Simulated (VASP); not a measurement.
# IrSe (F-43m) in VASP: further runs

IrSe is run at these levels: PBE, LDA; tasks: single point.

Program: VASP 6.6.1. These are calculated values, not measurements. Logs are shortened: lines on timing, memory, paths and dates and some standing lists are left out, and cuts for length are marked.

### 1 The cell of the first run

It takes space group F-43m (No. 216, cubic). Conventional cell: a = 5.601 Å, b = 5.601 Å, c = 5.601 Å, α = 90.00°, β = 90.00°, γ = 90.00°. Within 3.2 Å of Ir (site symmetry -43m) lie 4 Se at 2.43 Å. Se (site symmetry -43m) has 4 Ir at 2.43 Å within 3.2 Å.

### 2 Single point, PBE (21.96 Å³/atom)

INCAR reads:

```
SYSTEM = IrSe
ALGO = Normal ; EDIFF = 1E-6
ENCUT = 520 ; GGA = PE
ISIF = 2 ; ISMEAR = 0
LASPH = .TRUE. ; LCHARG = .FALSE.
LREAL = .FALSE. ; LWAVE = .FALSE.
NBANDS = 14 ; NELM = 80
PREC = Accurate ; SIGMA = 0.05
```

KPOINTS reads:

```
k-points
0
G
  10 10 10
  0 0 0
```

POSCAR reads:

```
IrSe
1.0
    0.0000000000      2.8004897962      2.8004897962
    2.8004897962      0.0000000000      2.8004897962
    2.8004897962      2.8004897962      0.0000000000
Ir Se
1 1
Direct
    0.0000000000      0.0000000000      0.0000000000
    0.2500000000      0.2500000000      0.2500000000
```

Potentials or basis: VASP PAW PBE potentials, release 64 (Ir, Se).

The run is started by

```
$ cat potpaw_PBE.64/Ir/POTCAR potpaw_PBE.64/Se/POTCAR > POTCAR
$ mpirun -np 1 vasp_std > vasp.out
```

OUTCAR:

```text
SYSTEM = IrSe
   EDIFF = 1E-6
   ENCUT = 520
   GGA = PE
   ISIF = 2
   ISMEAR = 0
   LASPH = .TRUE.
   LREAL = .FALSE.
   NELM = 80
   PREC = Accurate

 ion  position               nearest neighbor table
   1  0.000  0.000  0.000-   2 2.43   2 2.43   2 2.43   2 2.43
   2  0.250  0.250  0.250-   1 2.43   1 2.43   1 2.43   1 2.43

  LATTYP: Found a face centered cubic cell.
 ALAT       =     5.6009795924

  Lattice vectors:

 A1 = (   0.0000000000,   2.8004897962,   2.8004897962)
 A2 = (   2.8004897962,   0.0000000000,   2.8004897962)
 A3 = (   2.8004897962,   2.8004897962,   0.0000000000)

Analysis of symmetry for initial positions (statically):
=====================================================================
 Subroutine PRICEL returns:
 Original cell was already a primitive cell.

 Routine SETGRP: Setting up the symmetry group for a
 face centered cubic supercell.

 Subroutine GETGRP returns: Found 24 space group operations
 (whereof 24 operations were pure point group operations)
 out of a pool of 48 trial point group operations.

The static configuration has the point symmetry T_d .

Analysis of symmetry for dynamics (positions and initial velocities):
=====================================================================
 Subroutine PRICEL returns:
 Original cell was already a primitive cell.

 Routine SETGRP: Setting up the symmetry group for a
 face centered cubic supercell.

 Subroutine GETGRP returns: Found 24 space group operations
 (whereof 24 operations were pure point group operations)
 out of a pool of 48 trial point group operations.

The dynamic configuration has the point symmetry T_d .

 Subroutine INISYM returns: Found 24 space group operations
 (whereof 24 operations are pure point group operations),
 and found     1 'primitive' translations

----------------------------------------------------------------------------------------

                                     Primitive cell

  volume of cell :      43.9270

  direct lattice vectors                    reciprocal lattice vectors
     0.000000000  2.800489796  2.800489796    -0.178540197  0.178540197  0.178540197
     2.800489796  0.000000000  2.800489796     0.178540197 -0.178540197  0.178540197
     2.800489796  2.800489796  0.000000000     0.178540197  0.178540197 -0.178540197

  length of vectors
     3.960490651  3.960490651  3.960490651     0.309240692  0.309240692  0.309240692

  position of ions in fractional coordinates (direct lattice)
     0.000000000  0.000000000  0.000000000
     0.250000000  0.250000000  0.250000000

  ion indices of the primitive-cell ions
   primitive index   ion index
[... 88 lines left out ...]
   EFERMI =   0.00;   METHOD = LEGACY
   ISMEAR =     0;   SIGMA  =   0.05  broadening in eV -4-tet -1-fermi 0-gaus
   EFERMI_NEDOS =   21; number of points for ismear=-14 and -15
   IALGO  =     38    algorithm
   IMIX   =      4    mixing-type and parameters
     AMIX     =   0.40;   BMIX     =  1.00
     AMIX_MAG =   1.60;   BMIX_MAG =  1.00
  volume/ion in A,a.u.               =      21.96       148.22
  Fermi-wavevector in a.u.,A,eV,Ry     =   1.144268  2.162354 17.814792  1.309350
  Thomas-Fermi vector in A             =   2.280961
   LORBIT       =      0    0 simple, 1 ext, 2 COOP (PROOUT), +10 PAW based schemes
   GGA     = PE    functional components
   LHFCALC =     F    Hartree Fock is set to
   AEXX    =    0.0000 exact exchange contribution
   IVDW    =     0    specifies the selected vdW correction
   LEPSILON=     F    determine dielectric tensor
   LRPA    =     F    only Hartree local field effects (RPA)
 non-spin polarized calculation
 Gauss-broadening in eV      SIGMA  =   0.05
  energy-cutoff  :      520.00
  volume of cell :       43.93
 maximum number of plane-waves:      1243
 NGX is ok and might be reduce to    30
   NGX = 15   NGY = 15   NGZ = 15

 number of electron      14.9999999 magnetization

 Free energy of the ion-electron system (eV)
  ---------------------------------------------------
  ext. energy  EPLUGINS =         0.00000000
  ---------------------------------------------------
  free energy    TOTEN  =       -11.77302641 eV

  energy without entropy =      -11.77084014  energy(sigma->0) =      -11.77193328

 E-fermi :   5.1409     XC(G=0): -10.3853

 val. band max:        5.1364079543   @ k =  -0.4000   0.4000   0.1000
 cond. band min:       5.1463111103   @ k =   0.3000   0.3000   0.0000
 fundamental gap:      0.0099031560
 Fermi energy:         5.1408907553

 k-point     1 :       0.0000    0.0000    0.0000
  band No.  band energies     occupation
      1     -10.2354      2.00000
      2      -0.6124      2.00000
      3      -0.6124      2.00000
      4      -0.6124      2.00000
      5       2.7710      2.00000
      6       2.7710      2.00000
      7       5.8532      0.00000
      8       8.1256      0.00000
      9       8.1256      0.00000
     10       8.1256      0.00000
     11      11.8733      0.00000
     12      11.8733      0.00000
     13      11.8733      0.00000
     14      16.4252      0.00000
[... 377 lines left out ...]
      1      -9.4276      2.00000
      2      -1.6423      2.00000
      3       0.1003      2.00000
      4       0.1584      2.00000
      5       2.2466      2.00000
      6       3.1839      2.00000
      7       4.0534      2.00000
      8       5.0500      1.98985
      9       5.2408      0.00471
     10       9.7196      0.00000
     11      10.7280      0.00000
     12      13.9528      0.00000
     13      15.0496      0.00000
     14      16.0447      0.00000

 [... further k-points ...]

------------------------ aborting loop because EDIFF is reached ----------------------------------------

  FORCE on cell =-STRESS in cart. coord.  units (eV):
  Direction    XX          YY          ZZ          XY          YZ          ZX
  --------------------------------------------------------------------------------------
  -------------------------------------------------------------------------------------
  Total       -0.5569051     -0.5569051     -0.5569051      0.0000000      0.0000000      0.0000000
  in kB      -20.3123341    -20.3123341    -20.3123341      0.0000000      0.0000000      0.0000000
  external PRESSURE =     -20.3123341 kB  Pullay stress =       0.0000000 kB

 VOLUME and BASIS-vectors are now :
 -----------------------------------------------------------------------------
  energy-cutoff  :      520.00
  volume of cell :       43.93
      direct lattice vectors                 reciprocal lattice vectors
     0.000000000  2.800489796  2.800489796    -0.178540197  0.178540197  0.178540197
     2.800489796  0.000000000  2.800489796     0.178540197 -0.178540197  0.178540197
     2.800489796  2.800489796  0.000000000     0.178540197  0.178540197 -0.178540197

 POSITION                                       TOTAL-FORCE (eV/Angst)
 -----------------------------------------------------------------------------------
      0.00000      0.00000      0.00000        -0.000000     -0.000000     -0.000000
      1.40024      1.40024      1.40024         0.000000      0.000000      0.000000
 -----------------------------------------------------------------------------------
    total drift:                                0.000000      0.000000      0.000000

  FREE ENERGIE OF THE ION-ELECTRON SYSTEM (eV)
  ---------------------------------------------------
  free  energy   TOTEN  =       -11.7730264146 eV

  energy  without entropy=      -11.7708401426  energy(sigma->0) =      -11.77193328
```

OSZICAR:

```text
N       E                     dE             d eps       ncg     rms          rms(c)
DAV:   1     0.969456696390E+02    0.96946E+02   -0.62061E+03  1316   0.914E+02
DAV:   2    -0.673152159749E+01   -0.10368E+03   -0.88987E+02  1322   0.227E+02
DAV:   3    -0.119122491090E+02   -0.51807E+01   -0.50600E+01  1766   0.570E+01
DAV:   4    -0.119721647706E+02   -0.59916E-01   -0.59895E-01  1418   0.656E+00
DAV:   5    -0.119730954351E+02   -0.93066E-03   -0.93064E-03  1820   0.804E-01    0.111E+01
DAV:   6    -0.118112361321E+02    0.16186E+00   -0.55836E-01  1636   0.886E+00    0.561E+00
DAV:   7    -0.117816804480E+02    0.29556E-01   -0.58050E-02  1638   0.271E+00    0.292E+00
DAV:   8    -0.117729836105E+02    0.86968E-02   -0.20237E-02  1580   0.153E+00    0.239E-01
DAV:   9    -0.117729719859E+02    0.11625E-04   -0.10219E-03  1616   0.211E-01    0.900E-02
DAV:  10    -0.117730136762E+02   -0.41690E-04   -0.12742E-04  1574   0.120E-01    0.230E-02
DAV:  11    -0.117730262916E+02   -0.12615E-04   -0.11946E-05  1514   0.341E-02    0.768E-03
DAV:  12    -0.117730264146E+02   -0.12297E-06   -0.21507E-06  1528   0.121E-02
   1 F= -.11773026E+02 E0= -.11771933E+02  d E =-.218627E-02
```

stdout:

```text
POSCAR found type information on POSCAR IrSe
 POSCAR found :  2 types and       2 ions
 scaLAPACK will be used
 LDA part: xc-table for (Slater+PW92), standard interpolation
 POSCAR, INCAR and KPOINTS ok, starting setup
 FFT: planning ... GRIDC
 FFT: planning ... GRID_SOFT
 FFT: planning ... GRID
 WAVECAR not read
 entering main loop
```

Run time: 55 s. Hardware: 1 thread of Intel Xeon 8259CL, shared host; peak memory 0.19 GiB.

What came out:

* Free energy: -11.7730 eV
* Pressure: -2.0 GPa
* Band gap on the k mesh: zero (an odd number of electrons rules out a gap without spin polarisation)

Levels at points of the mesh, in eV from the Fermi level:
```tsv
k point	band 4	band 5	band 6	band 7	band 8	band 9	band 10	band 11
(0.00, 0.00, 0.00)	-5.75	-2.37	-2.37	0.71	2.98	2.98	2.98	6.73
(0.50, 0.00, 0.00)	-5.38	-2.14	-2.14	-1.96	1.00	1.00	2.94	8.15
(0.50, 0.50, 0.00)	-4.61	-2.66	-2.04	-1.82	-0.94	-0.94	4.93	5.70
```

Caveat: spin-orbit coupling is left out, which moves the levels of the heavy elements.

### 3 Single point, LDA

This run uses another cell than the first one, of 21.53 Å³/atom.

INCAR reads:

```
PREC = Accurate ; ENCUT = 520
EDIFF = 1E-6 ; ISMEAR = 0
SIGMA = 0.05 ; LREAL = False
LASPH = True ; NELM = 80
ALGO = Normal ; ISIF = 2
LWAVE = False ; LCHARG = True
LELF = True ; LVHAR = True
NBANDS = 14
```

KPOINTS reads:

```
regular mesh
0
Gamma
  10 10 10
```

POSCAR reads:

```
IrSe
1.0
    0.0000000000      2.7820649878      2.7820649878
    2.7820649878      0.0000000000      2.7820649878
    2.7820649878      2.7820649878      0.0000000000
Ir Se
1 1
Direct
    0.0000000000      0.0000000000      0.0000000000
    0.2500000000      0.2500000000      0.2500000000
```

Potentials or basis: VASP PAW LDA potentials, release 64 (Ir, Se).

The run is started by

```
$ cat potpaw_LDA.64/Ir/POTCAR potpaw_LDA.64/Se/POTCAR > POTCAR
$ mpirun -np 1 vasp_std > vasp.out
```

Wall time 52 s (1 thread of Intel Xeon 8259CL, shared host); peak memory 0.17 GiB.

Results (log left out):

```yaml
Free_energy: -13.7811 eV
Pressure: -6.8 GPa
Band_gap_on_the_k_mesh: zero (an odd number of electrons rules out a gap without spin polarisation)
```

Levels at points of the mesh, in eV from the Fermi level:
| k point | band 3 | band 4 | band 5 | band 6 | band 7 | band 8 | band 9 | band 10 | band 11 | band 12 |
| --- | --- | --- | --- | --- | --- | --- | --- | --- | --- | --- |
| (0.00, 0.00, 0.00) | -5.87 | -5.87 | -2.43 | -2.43 | 0.66 | 3.06 | 3.06 | 3.06 | 6.77 | 6.77 |
| (0.50, 0.00, 0.00) | -5.48 | -5.48 | -2.19 | -2.19 | -2.04 | 1.02 | 1.02 | 2.90 | 8.23 | 8.23 |
| (0.50, 0.50, 0.00) | -4.67 | -4.67 | -2.79 | -2.08 | -1.85 | -0.99 | -0.99 | 4.97 | 5.74 | 9.97 |

Caveat: the cell stands under tension; spin-orbit coupling is left out, which moves the levels of the heavy elements.

The gap in the log of VASP goes by the Fermi energy; the results here count the filled bands.